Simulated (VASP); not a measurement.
# ZrSi2 (P1) in VASP: a series of runs

The runs below take ZrSi2 through single point, with PBE.

All numbers are computed with VASP 6.6.1; they aren't measurements. Logs are shortened: lines on timing, memory, paths and dates and some standing lists are left out, and cuts for length are marked.

## 1. The cell of the first run

The typed cell holds 24 atoms: a = 8.619 Å, b = 7.179 Å, c = 8.254 Å, α = 78.98°, β = 59.38°, γ = 69.77°.

## 2. Single point, PBE

Input file INCAR:

```
  PREC = Accurate
  ENCUT = 520
  EDIFF = 1E-6
  ISMEAR = 0
  SIGMA = 0.1
  LREAL = Auto
  LASPH = True
  NELM = 100
  ALGO = Normal
  ISIF = 2
  LWAVE = False
  LCHARG = False
  GGA = PE
  NBANDS = 98
  LUSENCCL = False
```

Input file KPOINTS:

```
Automatic mesh
0
Gamma
  5 5 5
```

Input file POSCAR:

```
ZrSi2
1.0
   -8.6164350000     -0.1854520000     -0.0558190000
   -2.3368290000     -6.7876560000      0.0503640000
   -4.2483920000     -0.1535640000      7.0753090000
Zr Si
8 16
Direct
    0.3348386401      0.7670892070      0.6001740349
    0.5937728176      0.7660077478      0.0679756814
    0.2889661168      0.1883922540      0.3416503441
    0.0388413904      0.1715838179      0.8836033091
    0.6913110844      0.2873977592      0.3353995009
    0.8527575625      0.0965958314      0.6452416328
    0.2269557817      0.6166294047      0.0803268550
    0.9886232620      0.6038141128      0.6047654890
    0.9053681273      0.8844855349      0.3477709144
    0.6502657764      0.7263214045      0.6286364484
    0.4505320934      0.1845133181      0.9641802341
    0.3976918409      0.1463198638      0.6077605980
    0.0836050543      0.1426182203      0.1876709423
    0.6867615449      0.1196080535      0.0585755070
    0.3701342082      0.9277441052      0.8835739926
    0.2018248999      0.8571584591      0.3480271281
    0.9639353300      0.8202784777      0.8860551926
    0.6270158335      0.9035593522      0.3369745485
    0.5415814267      0.4145453647      0.6914124732
    0.9130840116      0.5277952892      0.0984769713
    0.2007750977      0.4616388841      0.7945824492
    0.9343213656      0.4310878276      0.3855044325
    0.6980704720      0.4409925747      0.8652990928
    0.3736599536      0.5190119196      0.3352602748
```

Potentials or basis: VASP PAW PBE potentials, release 64 (Zr_sv, Si).

Started as:

```sh
cat potpaw_PBE.64/Zr_sv/POTCAR potpaw_PBE.64/Si/POTCAR > POTCAR
mpirun -np 1 vasp_std > vasp.out
```

OUTCAR:

```text
PREC = Accurate
   ENCUT = 520
   EDIFF = 1E-6
   ISMEAR = 0
   LREAL = Auto
   LASPH = True
   NELM = 100
   ISIF = 2
   GGA = PE

 ion  position               nearest neighbor table
   1  0.335  0.767  0.600-  21 2.69  18 2.71  16 2.73  10 2.76  19 2.77  17 2.78  24 2.90  12 2.97
                            15 2.98   3 3.38   4 3.44   8 3.54   7 3.61   2 3.78   5 3.85   6 3.87
   2  0.594  0.766  0.068-  23 2.75  18 2.77  20 2.80  15 2.85  24 2.86  16 2.88  17 2.89  14 2.89
                            11 2.97  10 3.46   3 3.50   7 3.62   8 3.64   1 3.78   5 3.79
   3  0.289  0.188  0.342-  11 2.69  24 2.70  16 2.71  12 2.73  13 2.78  22 2.82  18 2.91  14 2.93
                             1 3.38   8 3.42   7 3.45   2 3.50   6 3.51   5 3.75   4 3.85
   4  0.039  0.172  0.884-  21 2.68  13 2.69  12 2.72  14 2.75  15 2.79  17 2.81  20 2.95  23 2.97
                             6 3.31   5 3.41   1 3.44   8 3.53   3 3.85
   5  0.691  0.287  0.335-  24 2.67  19 2.74  12 2.75  20 2.76  14 2.80  13 2.80  22 2.86   9 2.86
                            18 2.99   6 3.36   4 3.41   3 3.75   2 3.79   1 3.85
   6  0.853  0.097  0.645-  19 2.76  17 2.81  23 2.86   9 2.89  22 2.92  16 2.92  14 2.97  11 3.03
                            13 3.26   4 3.31   8 3.34   5 3.36   3 3.51   1 3.87
   7  0.227  0.617  0.080-  15 2.76   9 2.82  24 2.84  20 2.91  21 2.93  16 2.94  22 3.01  11 3.06
                            19 3.16  17 3.22  23 3.35   3 3.45   1 3.61   2 3.62   8 3.73
   8  0.989  0.604  0.605-  10 2.65  22 2.67  23 2.80  21 2.80  24 2.82   9 2.83  16 2.84  17 2.92
                             6 3.34   3 3.42   4 3.53   1 3.54   2 3.64   7 3.73
   9  0.905  0.884  0.348-  18 2.40  16 2.50  13 2.55  10 2.65   7 2.82   8 2.83   5 2.86   6 2.89
                            22 3.14
  10  0.650  0.726  0.629-  15 2.43  18 2.57  19 2.58  23 2.62   8 2.65   9 2.65  22 2.75   1 2.76
                            12 3.08   2 3.46
  11  0.451  0.185  0.964-  14 2.41  19 2.47  15 2.48   3 2.69  13 2.83   2 2.97  23 3.00   6 3.03
                             7 3.06  21 3.10
  12  0.398  0.146  0.608-  15 2.46  21 2.53  18 2.56   4 2.72   3 2.73   5 2.75  19 2.96   1 2.97
                            10 3.08
  13  0.084  0.143  0.188-  16 2.43  22 2.43   9 2.55   4 2.69  15 2.70   3 2.78   5 2.80  20 2.80
[... 6 lines left out ...]
                             7 2.94
  17  0.964  0.820  0.886-  20 2.47  14 2.55  21 2.63   1 2.78   4 2.81   6 2.81   2 2.89   8 2.92
                             7 3.22
  18  0.627  0.904  0.337-   9 2.40  14 2.44  12 2.56  10 2.57   1 2.71   2 2.77   3 2.91   5 2.99
                            20 3.12
  19  0.542  0.415  0.691-  11 2.47  23 2.48  21 2.52  10 2.58   5 2.74   6 2.76   1 2.77  12 2.96
                            22 3.05   7 3.16
  20  0.913  0.528  0.098-  22 2.42  21 2.44  17 2.47   5 2.76   2 2.80  13 2.80   7 2.91   4 2.95
                            18 3.12
  21  0.201  0.462  0.795-  20 2.44  19 2.52  12 2.53  17 2.63   4 2.68   1 2.69   8 2.80   7 2.93
                            11 3.10
  22  0.934  0.431  0.386-  20 2.42  13 2.43   8 2.67  10 2.75   3 2.82   5 2.86   6 2.92   7 3.01
                            19 3.05   9 3.14
  23  0.698  0.441  0.865-  19 2.48  14 2.54  10 2.62   2 2.75   8 2.80   6 2.86   4 2.97  11 3.00
                             7 3.35
  24  0.374  0.519  0.335-  16 2.36   5 2.67   3 2.70   8 2.82   7 2.84   2 2.86   1 2.90

  LATTYP: Found a triclinic cell.
 ALAT       =     7.1788286149
 B/A-ratio  =     1.8087267236
 C/A-ratio  =     2.3728386960
 COS(alpha) =     0.0118266202
 COS(beta)  =     0.5753219935
 COS(gamma) =     0.7823595136

  Lattice vectors:

 A1 = (  -2.3368290000,  -6.7876560000,   0.0503640000)
 A2 = ( -10.9532640000,  -6.9731080000,  -0.0054550000)
 A3 = (   8.1911690000, -13.2362960000,  -6.9187620000)

Analysis of symmetry for initial positions (statically):
=====================================================================
 Subroutine PRICEL returns:
 Original cell was already a primitive cell.

 Routine SETGRP: Setting up the symmetry group for a
 triclinic supercell.

 Subroutine GETGRP returns: Found  1 space group operations
 (whereof  1 operations were pure point group operations)
 out of a pool of  2 trial point group operations.

The static configuration has the point symmetry C_1 .

Analysis of symmetry for dynamics (positions and initial velocities):
=====================================================================
 Subroutine PRICEL returns:
 Original cell was already a primitive cell.

 Routine SETGRP: Setting up the symmetry group for a
 triclinic supercell.

 Subroutine GETGRP returns: Found  1 space group operations
 (whereof  1 operations were pure point group operations)
 out of a pool of  2 trial point group operations.

The dynamic configuration has the point symmetry C_1 .

 Subroutine INISYM returns: Found  1 space group operations
[... 34 lines left out ...]
   NGXF,Y,Z  is equivalent  to a cutoff of  24.69, 25.01, 25.78 a.u.
 SYSTEM =  unknown system
   PREC   = accura    normal or accurate (medium, high low for compatibility)
   ISTART =      0    job   : 0-new  1-cont  2-samecut
   ICHARG =      2    charge: 1-file 2-atom 10-const
   ISPIN  =      1    spin polarized calculation?
   LNONCOLLINEAR =      F non collinear calculations
   LSORBIT =      F    spin-orbit coupling
   LASPH  =      T    aspherical Exc in radial PAW
   ENCUT  =  520.0 eV  38.22 Ry    6.18 a.u.  16.02 13.35 15.35*2*pi/ulx,y,z
   NELM   =    100;   NELMIN=  2; NELMDL= -5     # of ELM steps
   EDIFF  = 0.1E-05   stopping-criterion for ELM
   LREAL  =      T    real-space projection
   EDIFFG = 0.1E-04   stopping-criterion for IOM
   NSW    =      0    number of steps for IOM
   IBRION =     -1    ionic relax: 0-MD 1-quasi-New 2-CG
   NFREE  =      0    steps in history (QN), initial steepest desc. (CG)
   ISIF   =      2    stress and relaxation
   ISYM   =      2    0-nonsym 1-usesym 2-fastsym
   POTIM  = 0.5000    time-step for ionic-motion
   TEBEG  =    0.0;   TEEND  =   0.0 temperature during run
   PSTRESS=    0.0 pullay stress
   NELECT =     160.0000    total number of electrons
   NUPDOWN=      -1.0000    fix difference up-down
   EMIN   =  10.00;   EMAX   =-10.00  energy-range for DOS
   EFERMI =   0.00;   METHOD = LEGACY
   ISMEAR =     0;   SIGMA  =   0.10  broadening in eV -4-tet -1-fermi 0-gaus
   EFERMI_NEDOS =   21; number of points for ismear=-14 and -15
   IALGO  =     38    algorithm
   IMIX   =      4    mixing-type and parameters
     AMIX     =   0.40;   BMIX     =  1.00
     AMIX_MAG =   1.60;   BMIX_MAG =  1.00
  volume/ion in A,a.u.               =      17.18       115.93
  Fermi-wavevector in a.u.,A,eV,Ry     =   1.194110  2.256540 19.400516  1.425898
  Thomas-Fermi vector in A             =   2.330108
   LORBIT       =      0    0 simple, 1 ext, 2 COOP (PROOUT), +10 PAW based schemes
   GGA     = PE    functional components
   LHFCALC =     F    Hartree Fock is set to
   AEXX    =    0.0000 exact exchange contribution
   IVDW    =     0    specifies the selected vdW correction
   LEPSILON=     F    determine dielectric tensor
   LRPA    =     F    only Hartree local field effects (RPA)
 non-spin polarized calculation
 Gauss-broadening in eV      SIGMA  =   0.10
  energy-cutoff  :      520.00
  volume of cell :      412.30
 maximum number of plane-waves:     11133
   NGX = 33   NGY = 27   NGZ = 31

 number of electron     160.0000000 magnetization

 Free energy of the ion-electron system (eV)
  ---------------------------------------------------
  ext. energy  EPLUGINS =         0.00000000
  ---------------------------------------------------
  free energy    TOTEN  =      -164.75088822 eV

  energy without entropy =     -164.70196048  energy(sigma->0) =     -164.72642435

 E-fermi :   9.6558     XC(G=0): -11.1358

 val. band max:        9.6491748570   @ k =  -0.4000   0.2000   0.2000
 cond. band min:       9.6599603607   @ k =   0.0000   0.0000   0.4000
 fundamental gap:      0.0107855036
 Fermi energy:         9.6557598733

 k-point     1 :       0.0000    0.0000    0.0000
  band No.  band energies     occupation
      1     -39.5111      2.00000
      2     -39.5055      2.00000
      3     -39.3540      2.00000
      4     -39.1723      2.00000
      5     -39.1064      2.00000
      6     -39.0498      2.00000
[... 2269 lines left out ...]
     91      11.4001      0.00000
     92      11.5082      0.00000

 [... further k-points ...]

 [bands above 92 left out]

------------------------ aborting loop because EDIFF is reached ----------------------------------------

  FORCE on cell =-STRESS in cart. coord.  units (eV):
  Direction    XX          YY          ZZ          XY          YZ          ZX
  --------------------------------------------------------------------------------------
  -------------------------------------------------------------------------------------
  Total       -0.1063090      0.2688728     -0.2523560      0.0058591      0.1669940     -0.0936843
  in kB       -0.4131127      1.0448297     -0.9806459      0.0227681      0.6489325     -0.3640538
  external PRESSURE =      -0.1163096 kB  Pullay stress =       0.0000000 kB

 VOLUME and BASIS-vectors are now :
 -----------------------------------------------------------------------------
  energy-cutoff  :      520.00
  volume of cell :      412.30
      direct lattice vectors                 reciprocal lattice vectors
    -8.616435000 -0.185452000 -0.055819000    -0.116461762  0.039582522 -0.069070731
    -2.336829000 -6.787656000  0.050364000     0.003203265 -0.148438706 -0.001298334
    -4.248392000 -0.153564000  7.075309000    -0.000941600  0.001368905  0.140800908

 POSITION                                       TOTAL-FORCE (eV/Angst)
 -----------------------------------------------------------------------------------
     -7.22745     -5.36100      4.26636        -0.004867      0.012317      0.005424
     -7.19502     -5.31995      0.48638        -0.016964      0.018535     -0.024388
     -4.38156     -1.38480      2.41064        -0.062889      0.022947      0.029637
     -4.48953     -1.30754      6.25824         0.007150     -0.058869     -0.005196
     -8.05314     -2.13047      2.34894        -0.001653     -0.006861     -0.006658
    -10.31470     -0.91289      4.52255        -0.011780      0.013880     -0.024706
[... 16 lines left out ...]
    -10.72153     -3.25564      6.10550         0.032430     -0.011109     -0.008803
     -5.85678     -3.64365      2.37735         0.002504     -0.000242     -0.003546
 -----------------------------------------------------------------------------------
    total drift:                               -0.000020     -0.002698     -0.004089

  FREE ENERGIE OF THE ION-ELECTRON SYSTEM (eV)
  ---------------------------------------------------
  free  energy   TOTEN  =      -164.7508882201 eV

  energy  without entropy=     -164.7019604777  energy(sigma->0) =     -164.72642435
```

Run time: 13 min. Hardware: 1 × NVIDIA H100 80GB with 1 thread of AMD EPYC 7R13 (Zen 3), shared host; peak memory 2.5 GiB.

What came out:

* Free energy: -164.7509 eV
* Pressure: 0.0 GPa
* Largest force: 0.073 eV/Å
* Band gap on the k mesh: zero (bands 80 and 81 overlap by 0.17 eV)

Forces on the atoms (eV/Å):
```
Zr  -0.005  0.012  0.005
Zr  -0.017  0.019 -0.024
Zr  -0.063  0.023  0.030
Zr   0.007 -0.059 -0.005
Zr  -0.002 -0.007 -0.007
Zr  -0.012  0.014 -0.025
Zr   0.000 -0.001 -0.051
Zr   0.007 -0.033 -0.018
Si   0.018 -0.017  0.019
Si  -0.016 -0.009  0.033
Si  -0.002  0.013  0.024
Si   0.016 -0.020  0.012
Si   0.023  0.056 -0.001
Si   0.016  0.007  0.010
Si  -0.006 -0.001 -0.005
Si   0.004 -0.004  0.010
Si   0.003  0.034  0.025
Si   0.026 -0.010 -0.033
Si  -0.005  0.022  0.017
Si  -0.008  0.005 -0.039
Si  -0.015 -0.004  0.030
Si  -0.005 -0.028  0.005
Si   0.032 -0.011 -0.009
Si   0.003  0.000 -0.004
```

Stress tensor (GPa, compression positive):
```
-0.04  0.00 -0.04
 0.00  0.10  0.06
-0.04  0.06 -0.10
```

## 3. Single point, PBE

This run uses another cell than the first one, of 17.31 Å³/atom.

Input file INCAR:

```
ALGO = Normal
EDIFF = 1E-6
ENCUT = 520
GGA = PE
ISIF = 2
ISMEAR = 0
LASPH = T
LCHARG = F
LREAL = Auto
LUSENCCL = F
LWAVE = F
NBANDS = 98
NELM = 60
PREC = Accurate
SIGMA = 0.1
```

Input file KPOINTS:

```
k-points
0
Gamma
  5 5 5
```

Input file POSCAR:

```
ZrSi2
1.0
   -8.9202040000      0.6519580000      0.4371250000
   -1.5634090000     -7.0388750000      0.0558590000
   -4.9147620000      0.3868210000      6.7528690000
Zr Si
8 16
Direct
    0.1848266593      0.8405815403      0.6046831591
    0.4605812906      0.8554012465      0.0370155742
    0.9480086990      0.2013960783      0.9785235307
    0.0188218449      0.0448454173      0.3077096081
    0.6178671617      0.9227367550      0.3390724612
    0.5094746059      0.5665939401      0.6685471779
    0.8263785116      0.5447150313      0.7892224688
    0.4696563962      0.4508324654      0.3129559859
    0.0182364244      0.8177647008      0.0366897743
    0.7347213876      0.8233139984      0.5939197747
    0.6273058876      0.1489372999      0.7278241050
    0.3057511672      0.1382297190      0.3161190171
    0.6857098027      0.2540613278      0.4116652068
    0.3083805509      0.1776194736      0.5978480713
    0.9533046166      0.1742641771      0.6476253411
    0.6235190142      0.1884333879      0.0163453085
    0.3391117569      0.9383555482      0.8055489187
    0.1284233198      0.6733164145      0.3669066158
    0.8175842225      0.8822061642      0.9256740738
    0.4092832516      0.4917487505      0.0395694030
    0.1697032034      0.4838283490      0.7504363718
    0.8062865892      0.5554499987      0.2122861786
    0.1420452887      0.3809972545      0.0643845706
    0.9151048004      0.4330042164      0.4345175225
```

Potentials or basis: VASP PAW PBE potentials, release 64 (Zr_sv, Si).

Started as:

```sh
cat potpaw_PBE.64/Zr_sv/POTCAR potpaw_PBE.64/Si/POTCAR > POTCAR
mpirun -np 1 vasp_std > vasp.out
```

It took 12 min on 1 × NVIDIA H100 80GB with 1 thread of AMD EPYC 7R13 (Zen 3), shared host; peak memory 2.5 GiB.

It converged, with:

| Item | Value |
| --- | --- |
| Free energy | -164.0624 eV |
| Pressure | 0.0 GPa |
| Largest force | 0.081 eV/Å |
| Band gap on the k mesh | zero (bands 80 and 81 overlap by 0.14 eV) |

Forces on the atoms (eV/Å):
```
Zr  -0.035  0.019  0.028
Zr  -0.020 -0.048 -0.005
Zr   0.041  0.011 -0.004
Zr  -0.038  0.001 -0.060
Zr   0.012  0.049 -0.015
Zr   0.006  0.031 -0.061
Zr  -0.002  0.009  0.014
Zr  -0.012 -0.052 -0.062
Si   0.066  0.036  0.026
Si   0.019  0.014  0.031
Si  -0.032 -0.018  0.063
Si   0.027 -0.013 -0.009
Si   0.004 -0.013  0.046
Si  -0.004  0.001  0.022
Si   0.001  0.018 -0.010
Si   0.016  0.023 -0.062
Si   0.002 -0.007  0.021
Si  -0.013  0.014 -0.010
Si  -0.005 -0.039  0.014
Si   0.014  0.004  0.011
Si  -0.019 -0.003  0.007
Si  -0.026 -0.048 -0.022
Si  -0.017  0.026 -0.015
Si   0.011 -0.014  0.053
```

Stress tensor (GPa, compression positive):
```
-0.07 -0.06  0.03
-0.06 -0.02 -0.09
 0.03 -0.09  0.17
```

Levels at points of the mesh, in eV from the Fermi level:
```tsv
k point	band 78	band 79	band 80	band 81	band 82	band 83
(0.00, 0.00, 0.00)	-0.58	-0.37	-0.05	0.10	0.29	0.37
```

## 4. Single point, PBE

This run uses another cell than the first one, of 17.35 Å³/atom.

Input file INCAR:

```
PREC = Accurate
ENCUT = 520
EDIFF = 1E-6
ISMEAR = 0
SIGMA = 0.1
LREAL = Auto
LASPH = True
NELM = 60
ALGO = Normal
ISIF = 2
LWAVE = False
LCHARG = True
GGA = PE
LELF = True
LVHAR = True
NBANDS = 98
LUSENCCL = False
```

Input file KPOINTS:

```
Automatic mesh
0
Gamma
  5 5 5
```

Input file POSCAR:

```
ZrSi2
1.0
   -7.4122000000      0.0038230000      0.0008900000
   -1.8493620000     -7.4978140000     -0.1045170000
   -3.7068100000      0.1057500000      7.4955810000
Zr Si
8 16
Direct
    0.2462937588      0.7897709423      0.6063818607
    0.0040884249      0.8045010720      0.0876915333
    0.4941223785      0.7911132507      0.1115053578
    0.5055223234      0.2101823460      0.8749957047
    0.2643139955      0.2074445212      0.3715169888
    0.0169269235      0.2064546445      0.8698598153
    0.7599601322      0.2155027594      0.3656362833
    0.9014449221      0.5942376242      0.4124732645
    0.7018836830      0.7121926969      0.7374973531
    0.4214418538      0.1042273211      0.6142332052
    0.1630823976      0.1055742775      0.1215330490
    0.9065755727      0.1202041955      0.6145257991
    0.6652043185      0.0942678046      0.1185608096
    0.3526071681      0.9031460739      0.8554176100
    0.0690987243      0.9010258372      0.3701270011
    0.8377887192      0.9065170582      0.8514188548
    0.6102922121      0.8942876403      0.3689991542
    0.5490583881      0.4869185198      0.6294599994
    0.2983333546      0.4952889032      0.1261832597
    0.0749567395      0.4826715768      0.6340971722
    0.8274830029      0.4990094645      0.1268378542
    0.1925558493      0.5023410831      0.8629316076
    0.6719147676      0.4677826183      0.9269021774
    0.4379680154      0.5004350124      0.3669021705
```

Started as:

```sh
cat potpaw_PBE.64/Zr_sv/POTCAR potpaw_PBE.64/Si/POTCAR > POTCAR
mpirun -np 1 vasp_std > vasp.out
```

Wall time 13 min (1 × NVIDIA H100 80GB with 1 thread of AMD EPYC 7R13 (Zen 3), shared host); peak memory 2.5 GiB.

The run converged. Its results:

```yaml
Free_energy: -166.8774 eV
Pressure: 0.0 GPa
Largest_force: 0.074 eV/Å
Band_gap_on_the_k_mesh: zero (bands 80 and 81 overlap by 0.24 eV)
```

Forces in eV/Å, atoms in the order of the input:
```
Zr  -0.017  0.015  0.007
Zr   0.015  0.009 -0.009
Zr   0.004  0.062  0.027
Zr   0.001 -0.022 -0.029
Zr   0.009 -0.073 -0.011
Zr  -0.036 -0.025 -0.001
Zr  -0.032  0.031  0.018
Zr  -0.007  0.011 -0.002
Si  -0.011 -0.041  0.005
Si   0.032 -0.020  0.012
Si   0.002  0.015  0.013
Si   0.001  0.005 -0.012
Si   0.003 -0.004 -0.009
Si   0.025  0.010  0.021
Si  -0.016 -0.020 -0.024
Si  -0.021  0.021 -0.015
Si   0.023  0.013 -0.014
Si  -0.018 -0.017  0.023
Si  -0.009  0.002  0.021
Si  -0.002  0.028  0.042
Si  -0.005 -0.021 -0.007
Si   0.036  0.037 -0.010
Si   0.001 -0.015 -0.022
Si   0.020 -0.001 -0.023
```

Stress tensor (GPa, compression positive):
```
-0.21 -0.15 -0.04
-0.15  0.10 -0.03
-0.04 -0.03 -0.02
```

Levels at points of the mesh, in eV from the Fermi level:
```
           k point  band 77  band 78  band 79  band 80  band 81  band 82  band 83  band 84
(0.00, 0.00, 0.00)    -0.95    -0.66    -0.15    -0.12     0.31     0.37     0.57     0.87
```

## 5. Summary

| cell | gap on the mesh (eV) | pressure (GPa) | largest force (eV/Å) |
| --- | --- | --- | --- |
| a = 8.619, b = 7.179, c = 8.254 Å, angles 79.0, 59.4, 69.8°, 24 atoms, atomic positions A | none | 0.0 | 0.07 |
| a = 8.955, b = 7.211, c = 8.361 Å, angles 84.9, 51.1, 81.6°, 24 atoms, atomic positions B | none | 0.0 | 0.08 |
| a = 7.412, b = 7.723, c = 8.363 Å, angles 85.3, 63.7, 76.2°, 24 atoms, atomic positions C | none | 0.0 | 0.07 |

Alike in all rows: task single point; level PBE; potentials or basis VASP PAW PBE potentials, release 64 (Zr_sv, Si); no spin polarisation; k mesh 5 × 5 × 5; cutoff (eV) 520; smearing gaussian 0.1 eV.

Total energies depend on the potentials used, so only differences within one code and one set of settings carry meaning.
